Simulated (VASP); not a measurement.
The system is GaP.

```xyz
2
Lattice="0.0000 2.7254 2.7254 2.5643 0.0000 2.7254 2.5643 2.7254 0.0000" Properties=species:S:1:pos:R:3 pbc="T T T"
Ga    0.0000    0.0000    0.0000
P     1.2822    1.3627    1.3627
```

This cell differs from its parent crystal: uniaxial x strain -5.9%.

Base run:

- Program: VASP 6.6.1
- Functional: r2SCAN
- Potentials or basis: VASP PAW PBE potentials, release 64 (Ga_d, P)
- Cutoff: 520 eV
- k mesh: 8 × 8 × 8
- Occupations: gaussian, width 0.01 eV
- Spin: no spin polarisation

Its results: band gap on the k mesh 1.18 eV, indirect (least direct gap 2.63 eV); pressure 6.0 GPa.

The run is repeated on the same cell with these changes: functional from r2SCAN to PBE; occupations from gaussian, width 0.01 eV to fermi-dirac, width 0.02 eV. What comes out?

Band gap on the k mesh 0.95 eV, indirect (least direct gap 2.10 eV); pressure 8.4 GPa.

Caveats: the PAW data sets were made with another functional, which shifts forces and pressure a little (some runs).

A k mesh can miss the band edges.
